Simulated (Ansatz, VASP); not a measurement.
**Two plane-wave programs on Pb**

File POSCAR:

```
Pb
1.0
    0.0000000000      3.4390000555      3.4390000555
    3.4390000555      0.0000000000      3.4390000555
    3.4390000555      3.4390000555      0.0000000000
Pb
2
Direct
    0.2500000000      0.2500000000      0.2500000000
    0.0000000000      0.0000000000      0.0000000000
```

Contents of INCAR.step1:

```
SYSTEM = Pb
PREC = Accurate ; ENCUT = 520
ISMEAR = -1 ; SIGMA = 0.05
LREAL = .FALSE. ; LASPH = .TRUE.
NELM = 60 ; NBANDS = 21
GGA = PE ; ALGO = Normal
EDIFF = 1E-4 ; LWAVE = .TRUE.
LCHARG = .FALSE.
```

INCAR.step2

```
SYSTEM = Pb
PREC = Accurate ; ENCUT = 520
EDIFF = 1E-6 ; ISMEAR = -1
SIGMA = 0.05 ; LREAL = .FALSE.
LASPH = .TRUE. ; NELM = 60
ALGO = Normal ; ISIF = 2
LWAVE = .FALSE. ; LCHARG = .TRUE.
METAGGA = R2SCAN ; LMIXTAU = .TRUE.
LELF = .TRUE. ; LVHAR = .TRUE.
NBANDS = 21 ; ISTART = 1
```

File KPOINTS:

```
regular mesh
0
G
  7 7 7
  0 0 0
```

File input.yaml:

```yaml
crystal:
  lattice:
    - [0.0, 3.4390000555, 3.4390000555]
    - [3.4390000555, 0.0, 3.4390000555]
    - [3.4390000555, 3.4390000555, 0.0]
  atoms:
    - { symbol: Pb, position: [0.25, 0.25, 0.25] }
    - { symbol: Pb, position: [0.0, 0.0, 0.0] }
hamiltonian:
  xc: r2scan
  pseudopotentials: { kind: paw }
kpoints:
  mp_grid: { grid: [7, 7, 7] }
scf:
  occupations: { method: fermi_dirac, width: 0.05 }
output:
  forces: true
  stress: true
  eigenvalues: true
```

Alike in both runs: task single point; functional r2SCAN; k mesh 7 × 7 × 7; occupations fermi-dirac, width 0.05 eV; no spin polarisation.

|  | VASP | Ansatz |
| --- | --- | --- |
| version | VASP 6.6.1 | Ansatz 0.2.0 |
| potentials or method | VASP PAW PBE potentials, release 64 (Pb_d) | Ansatz PAW |
| plane-wave cutoff (eV) | 520 | 500 |
| valence electrons in the cell | 28 | 28 |

|  | VASP | Ansatz | Ansatz less VASP |
| --- | --- | --- | --- |
| gap on the k mesh at the Fermi level (eV) | none | none | - |
| pressure (GPa) | 1.1 | 1.1 | +0.02 |

VASP's potentials were made for PBE, not for r2SCAN. A gap of «none» marks a metal or a gap that the smearing closes.

Spin-orbit coupling is off throughout.
